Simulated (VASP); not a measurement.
Write the native input for VASP 6.6.1 that does the following.

```
Task                   : electric field gradients
Functional             : PBE
Potentials or basis    : VASP PAW PBE potentials, release 64 (Na_pv, Cl)
Cutoff                 : 520 eV
k mesh                 : 7 × 7 × 7
Occupations            : fermi-dirac, width 0.03 eV
Spin                   : no spin polarisation
Dipole correction      : no
Further INCAR settings : ALGO = Normal; EDIFF = 1e-08; NBANDS = 14
```

The structure of NaCl lies in POSCAR:

```
NaCl
1.0
    0.0000000000      2.8317500000      2.8317500000
    2.8317500000      0.0000000000      2.8317500000
    2.8317500000      2.8317500000      0.0000000000
Na Cl
1 1
Direct
    0.0000000000      0.0000000000      0.0000000000
    0.5000000000      0.5000000000      0.5000000000
```

The input as run:

INCAR

```
SYSTEM = NaCl
ALGO     = Normal         ! electronic algorithm
EDIFF    = 1E-8           ! SCF threshold, eV
ENCUT    = 520            ! plane-wave cutoff, eV
GGA      = PE             ! functional
ISIF     = 2              ! what is computed and relaxed
ISMEAR   = -1             ! smearing method
LASPH    = .TRUE.         ! aspherical terms in the spheres
LCHARG   = .FALSE.        ! write CHGCAR
LEFG     = .TRUE.       
LREAL    = .FALSE.        ! projectors in reciprocal space
LWAVE    = .FALSE.        ! write WAVECAR
NBANDS   = 14             ! bands
NELM     = 100            ! most SCF steps
PREC     = Accurate       ! precision mode
SIGMA    = 0.03           ! smearing width, eV
```

KPOINTS

```
k-points
0
G
  7 7 7
  0 0 0
```

Potentials or basis: VASP PAW PBE potentials, release 64 (Na_pv, Cl).

Command:

```console
$ cat potpaw_PBE.64/Na_pv/POTCAR potpaw_PBE.64/Cl/POTCAR > POTCAR
$ mpirun -np 1 vasp_std > vasp.out
```

It gave:

The pressure is 0.4 GPa. The band gap on the k mesh is 5.06 eV, direct.

Caveat: without QUAD_EFG the Cq values of the log hold for a quadrupole moment of 1 mb, not for the nuclei.

Run time: 8 s on 1 thread of AMD EPYC 9R45 96-Core Processor (Zen 5), on a shared host, peak memory 0.13 GiB.
